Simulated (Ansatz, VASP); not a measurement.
**Two plane-wave programs on Bi2Te3**

The input INCAR:

```
  ALGO = Normal
  EDIFF = 1E-8
  ENCUT = 520
  ISIF = 2
  ISMEAR = -1
  LASPH = True
  LCHARG = False
  LEFG = True
  LREAL = False
  LWAVE = False
  NBANDS = 32
  NELM = 80
  PREC = Accurate
  SIGMA = 0.08
```

The input KPOINTS:

```
k-points
0
Gamma
  8 8 8
```

File POSCAR:

```
Bi2Te3
1.0
    2.1634171494      1.2490494735      9.7436197600
   -2.1634171494      1.2490494735      9.7436197600
    0.0000000000     -2.4980989472      9.7436197600
Bi Te
2 3
Direct
    0.8120000000      0.8120000000      0.8120000000
    0.4020000000      0.4020000000      0.4020000000
    0.6110000000      0.6110000000      0.6110000000
    0.2000000000      0.2000000000      0.2000000000
    0.0000000000      0.0000000000      0.0000000000
```

Input for Ansatz:

```yaml
crystal:
  lattice:
    - [2.1634171494, 1.2490494735, 9.74361976]
    - [-2.1634171494, 1.2490494735, 9.74361976]
    - [0.0, -2.4980989472, 9.74361976]
  atoms:
    - { symbol: Bi, position: [0.812, 0.812, 0.812] }
    - { symbol: Bi, position: [0.402, 0.402, 0.402] }
    - { symbol: Te, position: [0.611, 0.611, 0.611] }
    - { symbol: Te, position: [0.2, 0.2, 0.2] }
    - { symbol: Te, position: [0.0, 0.0, 0.0] }
kpoints:
  mp_grid: { grid: [8, 8, 8] }
scf:
  occupations: { method: fermi_dirac, width: 0.08 }
hamiltonian:
  xc: lda
  pseudopotentials: { kind: paw }
output:
  forces: true
  stress: true
  eigenvalues: true
  efg: { contact_densities: true }
```

Change from the starting cell: volume scaled by 0.94, PAW files.

Alike in both runs: task electric field gradients; functional LDA; k mesh 8 × 8 × 8; occupations fermi-dirac, width 0.08 eV; no spin polarisation.

|  | VASP | Ansatz |
| --- | --- | --- |
| version | VASP 6.6.1 | Ansatz 0.2.0 |
| potentials or method | VASP PAW LDA potentials, release 64 (Bi_d, Te) | PAW with Ansatz's default frozen-core files, scalar-relativistic |
| plane-wave cutoff (eV) | 520 | 420 |
| valence electrons in the cell | 48 | 78 |

|  | VASP | Ansatz | Ansatz less VASP |
| --- | --- | --- | --- |
| pressure (GPa) | 1.6 | 1.5 | -0.12 |
| traceless stress, the component that is largest in VASP (GPa) | -0.72 | -0.72 | +0.004 |
| rms of the force components (eV/Å) | 0.595 | 0.582 | -0.0127 |
| size of Vzz on the site where it differs most (V/Å²) | 41.0 | 47.7 | +6.78 |

LDA's correlation is that of Perdew and Zunger in VASP and of Perdew and Wang (1992) in Ansatz. Atom by atom the forces differ by 0.014 eV/Å (rms over components). VASP's potentials hold 48 valence electrons a cell and Ansatz's 78, so a difference there can come from the potentials and not from the codes.

Neither program's run includes spin-orbit coupling.
